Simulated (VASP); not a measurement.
# H3C5 in VASP: relaxation of the atoms with PBE+D3(BJ)

Aim: the relaxation of the atoms of H3C5 with PBE+D3(BJ).

Everything below comes from runs of VASP 6.6.1. Logs are shortened: lines on timing, memory, paths and dates and some standing lists are left out, and cuts for length are marked.

**1. The cell of the first run**

The cell holds a slab with vacuum, 32 atoms: a = 5.049 Å, b = 5.049 Å, c = 17.136 Å, α = 90.00°, β = 90.00°, γ = 90.00°.

**2. Relaxation of the atoms, PBE+D3(BJ)**

INCAR reads:

```
SYSTEM = H3C5
ALGO = Normal
EDIFF = 1E-7
EDIFFG = -0.08
ENCUT = 520
GGA = PE
IBRION = 2
ISIF = 2
ISMEAR = -1
IVDW = 12
LASPH = .TRUE.
LCHARG = .FALSE.
LREAL = Auto
LUSENCCL = .FALSE.
LWAVE = .FALSE.
NELM = 80
NSW = 45
PREC = Accurate
SIGMA = 0.05
```

KPOINTS reads:

```
k-points
0
G
  2 2 1
  0 0 0
```

POSCAR reads:

```
H3C5
1.0
    5.0487420000      0.0000000000      0.0000000000
    0.0000000000      5.0487420000      0.0000000000
    0.0000000000      0.0000000000     17.1355610000
H C
12 20
Selective dynamics
Direct
    0.4277868000      0.0000000000      0.0583582000  F F F
    0.0722132000      0.0000000000      0.0583582000  F F F
    0.9277868000      0.0000000000      0.0583582000  F F F
    0.5722132000      0.0000000000      0.0583582000  F F F
    0.4277868000      0.5000000000      0.0583582000  F F F
    0.0722132000      0.5000000000      0.0583582000  F F F
    0.9277868000      0.5000000000      0.0583582000  F F F
    0.5722132000      0.5000000000      0.0583582000  F F F
    0.7500000000      0.0208818000      0.3580601000  T T T
    0.2500000000      0.4791182000      0.3580601000  T T T
    0.7500000000      0.4791182000      0.3580601000  T T T
    0.9331768000      0.6735564000      0.3399691000  T T T
    0.2500000000      0.0000000000      0.0953981000  F F F
    0.7500000000      0.0000000000      0.0953981000  F F F
    0.2500000000      0.5000000000      0.0953981000  F F F
    0.7500000000      0.5000000000      0.0953981000  F F F
    0.2500000000      0.2500000000      0.1474828000  F F F
    0.7500000000      0.2500000000      0.1474828000  F F F
    0.2500000000      0.7500000000      0.1474828000  F F F
    0.7500000000      0.7500000000      0.1474828000  F F F
    0.0000000000      0.2500000000      0.1995674000  T T T
    0.5000000000      0.2500000000      0.1995674000  T T T
    0.0000000000      0.7500000000      0.1995674000  T T T
    0.5000000000      0.7500000000      0.1995674000  T T T
    0.0000000000      0.0000000000      0.2516521000  T T T
    0.5000000000      0.0000000000      0.2516521000  T T T
    0.0000000000      0.5000000000      0.2516521000  T T T
    0.5000000000      0.5000000000      0.2516521000  T T T
    0.2500000000      0.0969069000      0.2979010000  T T T
    0.7500000000      0.0969069000      0.2979010000  T T T
    0.2500000000      0.4030931000      0.2979010000  T T T
    0.7500000000      0.4030931000      0.2979010000  T T T
```

Potentials or basis: VASP PAW PBE potentials, release 64 (H, C).

Launch:

```sh
$ cat potpaw_PBE.64/H/POTCAR potpaw_PBE.64/C/POTCAR > POTCAR
$ mpirun -np 1 vasp_std > vasp.out
```

OUTCAR:

```text
SYSTEM = H3C5
   EDIFF = 1E-7
   EDIFFG = -0.08
   ENCUT = 520
   GGA = PE
   IBRION = 2
   ISIF = 2
   ISMEAR = -1
   IVDW = 12
   LASPH = .TRUE.
   LREAL = Auto
   NELM = 80
   NSW = 45
   PREC = Accurate
 IVDW          = 12

 ion  position               nearest neighbor table
   1  0.428  0.000  0.058-   4 0.73  13 1.10
   2  0.072  0.000  0.058-   3 0.73  13 1.10
   3  0.928  0.000  0.058-   2 0.73  14 1.10
   4  0.572  0.000  0.058-   1 0.73  14 1.10
   5  0.428  0.500  0.058-   8 0.73  15 1.10
   6  0.072  0.500  0.058-   7 0.73  15 1.10
   7  0.928  0.500  0.058-   6 0.73  16 1.10
   8  0.572  0.500  0.058-   5 0.73  16 1.10
   9  0.750  0.021  0.358-  30 1.10
  10  0.250  0.479  0.358-  31 1.10
  11  0.750  0.479  0.358-  32 1.10
  12  0.933  0.674  0.340-
  13  0.250  0.000  0.095-   1 1.10   2 1.10  17 1.55  19 1.55
  14  0.750  0.000  0.095-   3 1.10   4 1.10  18 1.55  20 1.55
  15  0.250  0.500  0.095-   5 1.10   6 1.10  17 1.55  19 1.55
  16  0.750  0.500  0.095-   7 1.10   8 1.10  18 1.55  20 1.55
  17  0.250  0.250  0.147-  21 1.55  22 1.55  13 1.55  15 1.55
  18  0.750  0.250  0.147-  21 1.55  22 1.55  14 1.55  16 1.55
[... 8 lines left out ...]
  27  0.000  0.500  0.252-  21 1.55  23 1.55  31 1.57  32 1.57
  28  0.500  0.500  0.252-  22 1.55  24 1.55  31 1.57  32 1.57
  29  0.250  0.097  0.298-  31 1.55  26 1.57  25 1.57
  30  0.750  0.097  0.298-   9 1.10  32 1.55  26 1.57  25 1.57
  31  0.250  0.403  0.298-  10 1.10  29 1.55  28 1.57  27 1.57
  32  0.750  0.403  0.298-  11 1.10  30 1.55  28 1.57  27 1.57

  LATTYP: Found a simple tetragonal cell.
 ALAT       =     5.0487420000
 C/A-ratio  =     3.3940258781

  Lattice vectors:

 A1 = (   5.0487420000,   0.0000000000,   0.0000000000)
 A2 = (   0.0000000000,   5.0487420000,   0.0000000000)
 A3 = (   0.0000000000,   0.0000000000,  17.1355610000)

Analysis of symmetry for initial positions (statically):
=====================================================================
 Subroutine PRICEL returns:
 Original cell was already a primitive cell.

 Routine SETGRP: Setting up the symmetry group for a
 simple tetragonal supercell.

 Subroutine GETGRP returns: Found  1 space group operations
 (whereof  1 operations were pure point group operations)
 out of a pool of 16 trial point group operations.

The static configuration has the point symmetry C_1 .

Analysis of symmetry for dynamics (positions and initial velocities):
=====================================================================
 Subroutine PRICEL returns:
 Original cell was already a primitive cell.

 Routine SETGRP: Setting up the symmetry group for a
 simple tetragonal supercell.

 Subroutine GETGRP returns: Found  1 space group operations
 (whereof  1 operations were pure point group operations)
 out of a pool of 16 trial point group operations.

The dynamic configuration has the point symmetry C_1 .

[... 151 lines left out ...]
   EDIFF  = 0.1E-06   stopping-criterion for ELM
   LREAL  =      T    real-space projection
   EDIFFG = -.8E-01   stopping-criterion for IOM
   NSW    =     45    number of steps for IOM
   IBRION =      2    ionic relax: 0-MD 1-quasi-New 2-CG
   NFREE  =      1    steps in history (QN), initial steepest desc. (CG)
   ISIF   =      2    stress and relaxation
   ISYM   =      2    0-nonsym 1-usesym 2-fastsym
   POTIM  = 0.5000    time-step for ionic-motion
   TEBEG  =    0.0;   TEEND  =   0.0 temperature during run
   PSTRESS=    0.0 pullay stress
   NELECT =      92.0000    total number of electrons
   NUPDOWN=      -1.0000    fix difference up-down
   EMIN   =  10.00;   EMAX   =-10.00  energy-range for DOS
   EFERMI =   0.00;   METHOD = LEGACY
   ISMEAR =    -1;   SIGMA  =   0.05  broadening in eV -4-tet -1-fermi 0-gaus
   EFERMI_NEDOS =   21; number of points for ismear=-14 and -15
   IALGO  =     38    algorithm
   IMIX   =      4    mixing-type and parameters
     AMIX     =   0.40;   BMIX     =  1.00
     AMIX_MAG =   1.60;   BMIX_MAG =  1.00
  volume/ion in A,a.u.               =      13.65        92.11
  Fermi-wavevector in a.u.,A,eV,Ry     =   0.974053  1.840693 12.908923  0.948779
  Thomas-Fermi vector in A             =   2.104482
   LORBIT       =      0    0 simple, 1 ext, 2 COOP (PROOUT), +10 PAW based schemes
   GGA     = PE    functional components
   LHFCALC =     F    Hartree Fock is set to
   AEXX    =    0.0000 exact exchange contribution
   IVDW    =    12    specifies the selected vdW correction
   LEPSILON=     F    determine dielectric tensor
   LRPA    =     F    only Hartree local field effects (RPA)
 conjugate gradient relaxation of ions
 non-spin polarized calculation
  energy-cutoff  :      520.00
  volume of cell :      436.78
 maximum number of plane-waves:     11780
 NGX is ok and might be reduce to    40
   NGX = 19   NGY = 19   NGZ = 63

--------------------------------------- Ionic step        1  -------------------------------------------

 number of electron      92.0000007 magnetization

 Free energy of the ion-electron system (eV)
  ---------------------------------------------------
  ext. energy  EPLUGINS =         0.00000000
  ---------------------------------------------------
  free energy    TOTEN  =      -202.91915217 eV

  energy without entropy =     -202.89073177  energy(sigma->0) =     -202.90494197

------------------------ aborting loop because EDIFF is reached ----------------------------------------

 Edisp (eV)   -3.42010

 E8    (eV) :    -0.9690
[... 195 lines left out ...]
  FREE ENERGIE OF THE ION-ELECTRON SYSTEM (eV)
  ---------------------------------------------------
  free  energy   TOTEN  =      -207.6207108694 eV

  energy  without entropy=     -207.6128698371  energy(sigma->0) =     -207.61679035

[... ionic steps 4 to 42 ...]

--------------------------------------- Ionic step       43  -------------------------------------------

 number of electron      92.0000005 magnetization

------------------------ aborting loop because EDIFF is reached ----------------------------------------
[... 135 lines left out ...]
--------------------------------------- Ionic step       45  -------------------------------------------

 number of electron      92.0000006 magnetization

 Free energy of the ion-electron system (eV)
  ---------------------------------------------------
  ext. energy  EPLUGINS =         0.00000000
  ---------------------------------------------------
  free energy    TOTEN  =      -210.26966865 eV

  energy without entropy =     -210.26966864  energy(sigma->0) =     -210.26966865

 E-fermi :   1.9493     XC(G=0):  -5.1188

 val. band max:        1.0211138483   @ k =   0.0000   0.5000   0.0000
 cond. band min:       2.8568151974   @ k =   0.0000   0.0000   0.0000
 fundamental gap:      1.8357013492
 Fermi energy:         1.9492737330

 k-point     1 :       0.0000    0.0000    0.0000
  band No.  band energies     occupation
      1     -20.1278      2.00000
      2     -17.9068      2.00000
      3     -15.9166      2.00000
      4     -15.5587      2.00000
      5     -15.5259      2.00000
      6     -15.5160      2.00000
[... 233 lines left out ...]
     57       6.5390      0.00000
     58       6.5414      0.00000
 [bands above 58 left out]

------------------------ aborting loop because EDIFF is reached ----------------------------------------

 Edisp (eV)   -3.33431

 E8    (eV) :    -0.9473
[... 55 lines left out ...]
  FREE ENERGIE OF THE ION-ELECTRON SYSTEM (eV)
  ---------------------------------------------------
  free  energy   TOTEN  =      -213.6039801455 eV

  energy  without entropy=     -213.6039801326  energy(sigma->0) =     -213.60398014

 reached required accuracy - stopping structural energy minimisation
```

It took 13 min on 1 × NVIDIA H100 80GB with 1 thread of Intel Xeon Platinum 8481C at 2.70GHz (Sapphire Rapids), shared host; peak memory 1.4 GiB.

What came out:

```yaml
Free_energy: -213.6040 eV
Energy_gained_by_relaxing: 227.0 meV/atom
Ionic_steps: 45
Band_gap_on_the_k_mesh: 1.84 eV (least direct gap 1.87 eV)
Dispersion_energy_per_atom: -0.104 eV
```

Step by step:
```
step  energy change (eV)  largest force on free atoms (eV/Å)  pressure (GPa)
   1              0.0000                              4.4045            7.58
   3             -1.2815                              1.5243            7.82
   5             -1.4245                              1.5918            7.43
   7             -1.7700                              2.9781            6.70
   9             -2.0081                              2.7046            6.48
  11             -2.4294                              4.2178            5.73
  13             -2.9337                              3.7958            5.19
  15             -2.9705                              4.0761            5.06
  17             -4.2043                              3.8590            4.47
  19             -4.7309                              4.1838            4.26
  21             -5.6036                              3.7738            4.09
  23             -6.5411                              2.8717            5.00
  25             -6.9400                              1.0434            5.65
  27             -7.0691                              0.7302            5.87
  29             -7.1585                              0.5367            6.14
  31             -7.2069                              0.4626            6.45
  33             -7.2340                              0.2967            6.66
  35             -7.2474                              0.2137            6.77
  37             -7.2543                              0.1856            6.78
  39             -7.2602                              0.1513            6.76
  41             -7.2624                              0.0963            6.72
  43             -7.2639                              0.0872            6.69
  45             -7.2647                              0.0674            6.66
```

Final structure:
```yaml
crystal:
  lattice:
    - [5.04874, 0.00000, 0.00000]
    - [0.00000, 5.04874, 0.00000]
    - [0.00000, 0.00000, 17.13556]
  atoms:
    - { symbol: H, position: [0.42779, 0.00000, 0.05836] }
    - { symbol: H, position: [0.07221, 0.00000, 0.05836] }
    - { symbol: H, position: [0.92779, 0.00000, 0.05836] }
    - { symbol: H, position: [0.57221, 0.00000, 0.05836] }
    - { symbol: H, position: [0.42779, 0.50000, 0.05836] }
    - { symbol: H, position: [0.07221, 0.50000, 0.05836] }
    - { symbol: H, position: [0.92779, 0.50000, 0.05836] }
    - { symbol: H, position: [0.57221, 0.50000, 0.05836] }
    - { symbol: H, position: [0.74896, 0.00151, 0.35837] }
    - { symbol: H, position: [0.24993, 0.49480, 0.35896] }
    - { symbol: H, position: [0.75038, 0.49330, 0.35886] }
    - { symbol: H, position: [0.25066, 0.99931, 0.35820] }
    - { symbol: C, position: [0.25000, 0.00000, 0.09540] }
    - { symbol: C, position: [0.75000, 0.00000, 0.09540] }
    - { symbol: C, position: [0.25000, 0.50000, 0.09540] }
    - { symbol: C, position: [0.75000, 0.50000, 0.09540] }
    - { symbol: C, position: [0.25000, 0.25000, 0.14748] }
    - { symbol: C, position: [0.75000, 0.25000, 0.14748] }
    - { symbol: C, position: [0.25000, 0.75000, 0.14748] }
    - { symbol: C, position: [0.75000, 0.75000, 0.14748] }
    - { symbol: C, position: [0.00014, 0.24936, 0.19558] }
    - { symbol: C, position: [0.49981, 0.24941, 0.19556] }
    - { symbol: C, position: [0.00008, 0.74916, 0.20350] }
    - { symbol: C, position: [0.49991, 0.74927, 0.20343] }
    - { symbol: C, position: [0.99995, 0.01532, 0.25212] }
    - { symbol: C, position: [0.49958, 0.01550, 0.25204] }
    - { symbol: C, position: [0.99991, 0.48250, 0.25233] }
    - { symbol: C, position: [0.49982, 0.48266, 0.25230] }
    - { symbol: C, position: [0.24993, 0.08678, 0.29945] }
    - { symbol: C, position: [0.74951, 0.08657, 0.29927] }
    - { symbol: C, position: [0.24982, 0.41067, 0.29969] }
    - { symbol: C, position: [0.74984, 0.41044, 0.29951] }
```

Levels at points of the mesh, in eV from the valence-band top:
```csv
k point,band 43,band 44,band 45,band 46,band 47,band 48,band 49,band 50
"(0.00, 0.00, 0.00)",-2.61,-2.36,-0.51,-0.03,1.84,2.09,3.35,3.97
"(0.50, 0.00, 0.00)",-2.27,-2.27,-2.18,-2.18,3.06,3.06,3.19,3.19
"(0.00, 0.50, 0.00)",-2.83,-2.34,-0.23,0.00,2.92,2.93,3.20,3.48
"(0.50, 0.50, 0.00)",-2.99,-2.99,-2.46,-2.46,3.99,4.00,4.04,4.04
```

Caveat: the k points lie up to 0.62 Å⁻¹ apart; there is no dipole correction, which matters where the two faces differ.
